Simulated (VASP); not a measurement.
# B2SbP3 (P-3m1) in VASP: further runs

B2SbP3 is run at these levels: PBE; tasks: single point.

Everything below comes from runs of VASP 6.6.1. Logs are shortened: lines on timing, memory, paths and dates and some standing lists are left out, and cuts for length are marked.

**1. The cell of the first run**

Symmetry: P-3m1, No. 164, trigonal system. Conventional cell: a = 3.180 Å, b = 3.180 Å, c = 9.860 Å, α = 90.00°, β = 90.00°, γ = 120.00°. B (site symmetry 3m) has 6 P at 2.00 to 2.36 Å within 2.7 Å. Within 4.2 Å of Sb (site symmetry -3m) lie 6 Sb at 3.18 Å and 6 P at 3.22 Å and 6 B at 3.91 Å. Within 3.2 Å of P (site symmetry -3m) lie 6 B at 2.36 Å and 12 P at 2.93 to 3.18 Å. P (site symmetry 3m) has 3 B at 2.00 Å within 2.7 Å.

The cell was built from a structure type or drawn by symmetry, and may not be a known phase.

**2. Single point, PBE**

Input file INCAR:

```
ALGO = Normal
EDIFF = 1E-6
ENCUT = 520
GGA = PE
ISIF = 2
ISMEAR = 0
LASPH = T
LCHARG = T
LELF = T
LREAL = F
LVHAR = T
LWAVE = F
NBANDS = 22
NELM = 100
PREC = Accurate
SIGMA = 0.1
```

Input file KPOINTS:

```
k-points
0
Gamma
  6 6 2
```

Input file POSCAR:

```
B2SbP3
1.0
    3.1800803652     -0.0000000025      0.0000000000
   -1.5900401805      2.7540303836      0.0000000000
    0.0000000000      0.0000000000      9.8598913608
B Sb P
2 1 3
Direct
    0.3333333333      0.6666666667      0.6501280364
    0.6666666667      0.3333333333      0.3498719636
    0.0000000000      0.0000000000      0.0000000000
    0.0000000000      0.0000000000      0.5000000000
    0.3333333333      0.6666666667      0.2684397048
    0.6666666667      0.3333333333      0.7315602952
```

Potentials or basis: VASP PAW PBE potentials, release 64 (B, Sb, P).

The run is started by

```
cat potpaw_PBE.64/B/POTCAR potpaw_PBE.64/Sb/POTCAR potpaw_PBE.64/P/POTCAR > POTCAR
mpirun -np 1 vasp_std > vasp.out
```

OUTCAR:

```text
EDIFF = 1E-6
   ENCUT = 520
   GGA = PE
   ISIF = 2
   ISMEAR = 0
   LASPH = T
   LREAL = F
   NELM = 100
   PREC = Accurate

 ion  position               nearest neighbor table
   1  0.333  0.667  0.650-   6 2.00   6 2.00   6 2.00   4 2.36   4 2.36   4 2.36
   2  0.667  0.333  0.350-   5 2.00   5 2.00   5 2.00   4 2.36   4 2.36   4 2.36
   3  0.000  0.000  0.000-   5 3.22   6 3.22   6 3.22   5 3.22   6 3.22   5 3.22
   4  0.000  0.000  0.500-   1 2.36   2 2.36   2 2.36   1 2.36   2 2.36   1 2.36   5 2.93   6 2.93
                             6 2.93   5 2.93   5 2.93   6 2.93
   5  0.333  0.667  0.268-   2 2.00   2 2.00   2 2.00   4 2.93   4 2.93   4 2.93   3 3.22   3 3.22
                             3 3.22
   6  0.667  0.333  0.732-   1 2.00   1 2.00   1 2.00   4 2.93   4 2.93   4 2.93   3 3.22   3 3.22
                             3 3.22

  LATTYP: Found a hexagonal cell.
 ALAT       =     3.1800803652
 C/A-ratio  =     3.1005164111

  Lattice vectors:

 A1 = (   3.1800803652,  -0.0000000025,   0.0000000000)
 A2 = (  -1.5900401805,   2.7540303836,   0.0000000000)
 A3 = (   0.0000000000,   0.0000000000,   9.8598913608)

Analysis of symmetry for initial positions (statically):
=====================================================================
 Subroutine PRICEL returns:
 Original cell was already a primitive cell.

 Routine SETGRP: Setting up the symmetry group for a
 hexagonal supercell.

 Subroutine GETGRP returns: Found 12 space group operations
 (whereof 12 operations were pure point group operations)
 out of a pool of 24 trial point group operations.

The static configuration has the point symmetry D_3d.

Analysis of symmetry for dynamics (positions and initial velocities):
=====================================================================
 Subroutine PRICEL returns:
 Original cell was already a primitive cell.

 Routine SETGRP: Setting up the symmetry group for a
 hexagonal supercell.

 Subroutine GETGRP returns: Found 12 space group operations
 (whereof 12 operations were pure point group operations)
 out of a pool of 24 trial point group operations.

The dynamic configuration has the point symmetry D_3d.

 Subroutine INISYM returns: Found 12 space group operations
 (whereof 12 operations are pure point group operations),
 and found     1 'primitive' translations

----------------------------------------------------------------------------------------

                                     Primitive cell

  volume of cell :      86.3533

  direct lattice vectors                    reciprocal lattice vectors
     3.180080365 -0.000000003  0.000000000     0.314457462  0.181552100  0.000000000
    -1.590040180  2.754030384  0.000000000     0.000000000  0.363104200  0.000000000
     0.000000000  0.000000000  9.859891361     0.000000000  0.000000000  0.101420996

  length of vectors
     3.180080365  3.180080365  9.859891361     0.363104200  0.363104200  0.101420996

  position of ions in fractional coordinates (direct lattice)
     0.333333333  0.666666667  0.650128036
     0.666666667  0.333333333  0.349871964
     0.000000000  0.000000000  0.000000000
     0.000000000  0.000000000  0.500000000
     0.333333333  0.666666667  0.268439705
     0.666666667  0.333333333  0.731560295

  ion indices of the primitive-cell ions
   primitive index   ion index
                 1           1
                 2           2
                 3           3
                 4           4
                 5           5
                 6           6

----------------------------------------------------------------------------------------

 KPOINTS: k-points

Automatic generation of k-mesh.
 Grid dimensions read from file:
 generate k-points for:    6    6    2

 Generating k-lattice:

  Cartesian coordinates                     Fractional coordinates (reciprocal lattice)
     0.052409577  0.030258683  0.000000000     0.166666667 -0.000000000  0.000000000
     0.000000000  0.060517367  0.000000000     0.000000000  0.166666667  0.000000000
     0.000000000  0.000000000  0.050710498     0.000000000  0.000000000  0.500000000

  Length of vectors
     0.060517367  0.060517367  0.050710498

  Shift w.r.t. Gamma in fractional coordinates (k-lattice)
     0.000000000  0.000000000  0.000000000

 Subroutine IBZKPT returns following result:
 ===========================================

 Found     14 irreducible k-points:

 Following reciprocal coordinates:
            Coordinates               Weight
  0.000000  0.000000  0.000000      1.000000
  0.166667  0.000000  0.000000      6.000000
  0.333333  0.000000  0.000000      6.000000
  0.500000  0.000000  0.000000      3.000000
  0.166667  0.166667  0.000000      6.000000
  0.333333  0.166667  0.000000     12.000000
  0.333333  0.333333  0.000000      2.000000
  0.000000  0.000000  0.500000      1.000000
  0.166667  0.000000  0.500000      6.000000
  0.333333  0.000000  0.500000      6.000000
  0.500000  0.000000  0.500000      3.000000
  0.166667  0.166667  0.500000      6.000000
  0.333333  0.166667  0.500000     12.000000
  0.333333  0.333333  0.500000      2.000000
   k-points           NKPTS =     14   k-points in BZ     NKDIM =     14   number of bands    NBANDS=     22
   number of dos      NEDOS =    301   number of ions     NIONS =      6
   total plane-waves  NPLWV =  46080
   dimension x,y,z NGX =    24 NGY =   24 NGZ =   80
   dimension x,y,z NGXF=    48 NGYF=   48 NGZF=  160
   ions per type =               2   1   3
   NGX,Y,Z   is equivalent  to a cutoff of  12.55, 12.55, 13.49 a.u.
   NGXF,Y,Z  is equivalent  to a cutoff of  25.09, 25.09, 26.98 a.u.
 SYSTEM =  unknown system
   PREC   = accura    normal or accurate (medium, high low for compatibility)
   ISTART =      0    job   : 0-new  1-cont  2-samecut
   ICHARG =      2    charge: 1-file 2-atom 10-const
   ISPIN  =      1    spin polarized calculation?
   LNONCOLLINEAR =      F non collinear calculations
   LSORBIT =      F    spin-orbit coupling
   LASPH  =      T    aspherical Exc in radial PAW
   ENCUT  =  520.0 eV  38.22 Ry    6.18 a.u.   5.91  5.91 18.33*2*pi/ulx,y,z
   NELM   =    100;   NELMIN=  2; NELMDL= -5     # of ELM steps
   EDIFF  = 0.1E-05   stopping-criterion for ELM
   LREAL  =      F    real-space projection
   EDIFFG = 0.1E-04   stopping-criterion for IOM
   NSW    =      0    number of steps for IOM
   IBRION =     -1    ionic relax: 0-MD 1-quasi-New 2-CG
   NFREE  =      0    steps in history (QN), initial steepest desc. (CG)
   ISIF   =      2    stress and relaxation
   ISYM   =      2    0-nonsym 1-usesym 2-fastsym
   POTIM  = 0.5000    time-step for ionic-motion
   TEBEG  =    0.0;   TEEND  =   0.0 temperature during run
   PSTRESS=    0.0 pullay stress
   NELECT =      26.0000    total number of electrons
   NUPDOWN=      -1.0000    fix difference up-down
   EMIN   =  10.00;   EMAX   =-10.00  energy-range for DOS
   EFERMI =   0.00;   METHOD = LEGACY
   ISMEAR =     0;   SIGMA  =   0.10  broadening in eV -4-tet -1-fermi 0-gaus
   EFERMI_NEDOS =   21; number of points for ismear=-14 and -15
   IALGO  =     38    algorithm
   IMIX   =      4    mixing-type and parameters
     AMIX     =   0.40;   BMIX     =  1.00
     AMIX_MAG =   1.60;   BMIX_MAG =  1.00
  volume/ion in A,a.u.               =      14.39        97.12
  Fermi-wavevector in a.u.,A,eV,Ry     =   1.097252  2.073505 16.380890  1.203961
  Thomas-Fermi vector in A             =   2.233608
   LORBIT       =      0    0 simple, 1 ext, 2 COOP (PROOUT), +10 PAW based schemes
   GGA     = PE    functional components
   LHFCALC =     F    Hartree Fock is set to
   AEXX    =    0.0000 exact exchange contribution
   IVDW    =     0    specifies the selected vdW correction
   LEPSILON=     F    determine dielectric tensor
   LRPA    =     F    only Hartree local field effects (RPA)
 non-spin polarized calculation
 Gauss-broadening in eV      SIGMA  =   0.10
  energy-cutoff  :      520.00
  volume of cell :       86.35
 maximum number of plane-waves:      2348
 NGX is ok and might be reduce to    24
   NGX = 11   NGY = 11   NGZ = 37

 number of electron      26.0000004 magnetization

 Free energy of the ion-electron system (eV)
  ---------------------------------------------------
  ext. energy  EPLUGINS =         0.00000000
  ---------------------------------------------------
  free energy    TOTEN  =       -31.25604233 eV

  energy without entropy =      -31.24599182  energy(sigma->0) =      -31.25101708

 E-fermi :   8.5671     XC(G=0): -11.0034

 val. band max:        8.5509729582   @ k =   0.1667   0.1667   0.0000
 cond. band min:       8.7359057520   @ k =   0.3333   0.1667   0.0000
 fundamental gap:      0.1849327937
 Fermi energy:         8.5670775939

 k-point     1 :       0.0000    0.0000    0.0000
  band No.  band energies     occupation
      1      -7.2932      2.00000
      2      -5.9587      2.00000
      3      -4.1842      2.00000
      4      -2.0069      2.00000
      5       1.0617      2.00000
      6       6.2708      2.00000
[... 14 lines left out ...]
     21      14.2505      0.00000
     22      15.2386      0.00000

 k-point     2 :       0.1667    0.0000    0.0000
  band No.  band energies     occupation
      1      -6.8165      2.00000
      2      -5.4982      2.00000
      3      -3.6569      2.00000
      4      -1.5640      2.00000
      5       1.5331      2.00000
      6       4.5847      2.00000
[... 14 lines left out ...]
     21      14.6901      0.00000
     22      14.9364      0.00000

 k-point     3 :       0.3333    0.0000    0.0000
  band No.  band energies     occupation
      1      -5.4139      2.00000
      2      -4.1693      2.00000
      3      -2.1860      2.00000
      4      -0.6539      2.00000
      5       1.1475      2.00000
      6       1.9194      2.00000
[... 14 lines left out ...]
     21      14.6011      0.00000
     22      15.7947      0.00000

 k-point     4 :       0.5000    0.0000    0.0000
  band No.  band energies     occupation
      1      -3.4846      2.00000
      2      -3.1693      2.00000
      3      -2.1910      2.00000
      4      -0.7781      2.00000
      5       0.0189      2.00000
      6       1.6820      2.00000
[... 14 lines left out ...]
     21      14.3556      0.00000
     22      14.8679      0.00000

 k-point     5 :       0.1667    0.1667    0.0000
  band No.  band energies     occupation
      1      -5.8750      2.00000
      2      -4.5977      2.00000
      3      -2.6388      2.00000
      4      -0.7881      2.00000
      5       2.2528      2.00000
      6       2.9241      2.00000
[... 14 lines left out ...]
     21      14.3648      0.00000
     22      15.1647      0.00000

 k-point     6 :       0.3333    0.1667    0.0000
  band No.  band energies     occupation
      1      -4.0720      2.00000
      2      -3.0073      2.00000
      3      -1.5773      2.00000
      4      -0.2868      2.00000
      5       0.2935      2.00000
      6       1.3579      2.00000
[... 14 lines left out ...]
     21      14.5467      0.00000
     22      15.9138      0.00000

 k-point     7 :       0.3333    0.3333    0.0000
  band No.  band energies     occupation
      1      -2.2017      2.00000
      2      -2.2017      2.00000
      3      -2.1845      2.00000
      4      -0.0903      2.00000
      5      -0.0903      2.00000
      6       1.0102      2.00000
[... 74 lines left out ...]
      6       1.7944      2.00000
[... 14 lines left out ...]
     21      14.8971      0.00000
     22      14.9228      0.00000

 k-point    11 :       0.5000    0.0000    0.5000
  band No.  band energies     occupation
      1      -3.4786      2.00000
      2      -3.1554      2.00000
      3      -2.2279      2.00000
      4      -0.9747      2.00000
      5       0.5890      2.00000
      6       1.6044      2.00000
[... 14 lines left out ...]
     21      15.2198      0.00000
     22      16.2538      0.00000

 k-point    12 :       0.1667    0.1667    0.5000
  band No.  band energies     occupation
      1      -5.8471      2.00000
      2      -4.7204      2.00000
      3      -1.8580      2.00000
      4      -1.7476      2.00000
      5       2.5594      2.00000
      6       3.0283      2.00000
[... 14 lines left out ...]
     21      14.4466      0.00000
     22      14.5503      0.00000

 k-point    13 :       0.3333    0.1667    0.5000
  band No.  band energies     occupation
      1      -4.0510      2.00000
      2      -3.0783      2.00000
      3      -1.5203      2.00000
      4      -0.1516      2.00000
      5       0.3340      2.00000
      6       1.1241      2.00000
[... 14 lines left out ...]
     21      15.2223      0.00000
     22      15.5129      0.00000

 k-point    14 :       0.3333    0.3333    0.5000
  band No.  band energies     occupation
      1      -2.1990      2.00000
      2      -2.1990      2.00000
      3      -2.1793      2.00000
      4      -0.1120      2.00000
      5      -0.1120      2.00000
      6       0.6222      2.00000
[... 14 lines left out ...]
     21      15.7021      0.00000
     22      16.2083      0.00000

------------------------ aborting loop because EDIFF is reached ----------------------------------------

  FORCE on cell =-STRESS in cart. coord.  units (eV):
  Direction    XX          YY          ZZ          XY          YZ          ZX
  --------------------------------------------------------------------------------------
  -------------------------------------------------------------------------------------
  Total       -0.0672786     -0.0672786      0.0218326      0.0000000      0.0000000     -0.0000000
  in kB       -1.2482701     -1.2482701      0.4050758      0.0000000      0.0000000     -0.0000000
  external PRESSURE =      -0.6971548 kB  Pullay stress =       0.0000000 kB

 VOLUME and BASIS-vectors are now :
 -----------------------------------------------------------------------------
  energy-cutoff  :      520.00
  volume of cell :       86.35
      direct lattice vectors                 reciprocal lattice vectors
     3.180080365 -0.000000003  0.000000000     0.314457462  0.181552100  0.000000000
    -1.590040180  2.754030384  0.000000000     0.000000000  0.363104200  0.000000000
     0.000000000  0.000000000  9.859891361     0.000000000  0.000000000  0.101420996

 POSITION                                       TOTAL-FORCE (eV/Angst)
 -----------------------------------------------------------------------------------
      0.00000      1.83602      6.41019        -0.000000      0.000000      0.018773
      1.59004      0.91801      3.44970         0.000000      0.000000     -0.018773
      0.00000      0.00000      0.00000        -0.000000      0.000000     -0.000000
      0.00000      0.00000      4.92995        -0.000000      0.000000     -0.000000
      0.00000      1.83602      2.64679         0.000000     -0.000000      0.010969
      1.59004      0.91801      7.21311         0.000000      0.000000     -0.010969
 -----------------------------------------------------------------------------------
    total drift:                               -0.000000     -0.000000      0.000000

  FREE ENERGIE OF THE ION-ELECTRON SYSTEM (eV)
  ---------------------------------------------------
  free  energy   TOTEN  =       -31.2560423295 eV

  energy  without entropy=      -31.2459918240  energy(sigma->0) =      -31.25101708
```

Run time: 39 s. Hardware: 1 thread of Intel Xeon 8259CL, shared host; peak memory 0.21 GiB.

Results:

```
Free energy            : -31.2560 eV
Pressure               : -0.1 GPa
Largest force          : 0.019 eV/Å
Band gap on the k mesh : zero (bands 13 and 14 overlap by 3.18 eV)
```

Forces in eV/Å, atoms in the order of the input:
```
B    0.000  0.000  0.019
B    0.000  0.000 -0.019
Sb   0.000  0.000  0.000
P    0.000  0.000  0.000
P    0.000  0.000  0.011
P    0.000  0.000 -0.011
```

Stress tensor (GPa, compression positive):
```
-0.12  0.00  0.00
 0.00 -0.12  0.00
 0.00  0.00  0.04
```

Levels at points of the mesh, in eV from the Fermi level:
```csv
k point,band 9,band 10,band 11,band 12,band 13,band 14,band 15,band 16,band 17,band 18
"(0.00, 0.00, 0.00)",-1.10,-0.95,-0.95,0.74,0.74,3.45,3.45,3.87,4.19,4.77
"(0.50, 0.00, 0.00)",-4.16,-3.26,-3.21,-3.21,-0.16,-0.06,0.84,1.58,2.62,2.71
"(0.00, 0.00, 0.50)",-0.95,-0.95,0.74,0.74,1.20,1.89,3.35,3.35,4.42,4.79
"(0.50, 0.00, 0.50)",-4.15,-3.28,-2.43,-2.07,-1.38,0.18,1.06,1.46,2.20,2.28
```

Caveat: the k points lie up to 0.38 Å⁻¹ apart, too coarse for converged energies and pressures of a metal; spin-orbit coupling is left out, which moves the levels of the heavy elements.

**3. Single point, PBE**

This run uses another cell than the first one, of 18.30 Å³/atom.

Input file INCAR:

```
PREC = Accurate
ENCUT = 520
EDIFF = 1E-7
ISMEAR = 0
SIGMA = 0.1
LREAL = F
LASPH = T
NELM = 60
ALGO = Normal
ISIF = 2
LWAVE = F
LCHARG = F
GGA = PE
NBANDS = 22
```

Input file KPOINTS:

```
regular mesh
0
Gamma
  6 6 2
```

Input file POSCAR:

```
B2SbP3
1.0
    3.7368926500      0.0000000000      0.0000000000
   -1.8684463200      3.2362439600      0.0000000000
    0.0000000000      0.0000000000      9.0774193800
B Sb P
2 1 3
Direct
    0.3333333300      0.6666666700      0.6716859900
    0.6666666700      0.3333333300      0.3283140100
    0.0000000000      0.0000000000      0.0000000000
    0.0000000000      0.0000000000      0.5000000000
    0.3333333300      0.6666666700      0.1569260100
    0.6666666700      0.3333333300      0.8430739900
```

Potentials or basis: VASP PAW PBE potentials, release 64 (B, Sb, P).

The run is started by

```
cat potpaw_PBE.64/B/POTCAR potpaw_PBE.64/Sb/POTCAR potpaw_PBE.64/P/POTCAR > POTCAR
mpirun -np 1 vasp_std > vasp.out
```

Run time: 59 s. Hardware: 1 thread of Intel Xeon 8259CL, shared host; peak memory 0.23 GiB.

It converged, with:

```yaml
Free_energy: -25.6961 eV
Pressure: -9.5 GPa
Largest_force: 2.917 eV/Å
Band_gap_on_the_k_mesh: zero (bands 13 and 14 overlap by 1.87 eV)
```

Forces on the atoms (eV/Å):
```
B    0.000  0.000 -0.497
B    0.000  0.000  0.497
Sb   0.000  0.000  0.000
P    0.000  0.000  0.000
P    0.000  0.000  2.917
P    0.000  0.000 -2.917
```

Stress tensor (GPa, compression positive):
```
 -9.06   0.00   0.00
  0.00  -9.06   0.00
  0.00   0.00 -10.40
```

Levels at points of the mesh, in eV from the Fermi level:
```tsv
k point	band 9	band 10	band 11	band 12	band 13	band 14	band 15	band 16	band 17	band 18
(0.00, 0.00, 0.00)	-0.87	-0.87	-0.58	0.15	0.15	1.40	1.46	1.94	1.94	2.00
(0.50, 0.00, 0.00)	-2.99	-2.18	-2.11	-1.41	-1.17	-0.37	-0.34	2.70	3.26	3.34
(0.00, 0.00, 0.50)	-0.86	-0.86	0.28	0.28	0.70	1.07	1.07	1.18	1.49	2.56
(0.50, 0.00, 0.50)	-3.80	-2.03	-1.95	-1.91	-0.10	0.04	1.10	1.17	1.87	2.55
```

Caveat: the cell stands under tension; spin-orbit coupling is left out, which moves the levels of the heavy elements; forces of over 1 eV/Å act on the atoms, so gaps and moduli don't describe the material at rest.
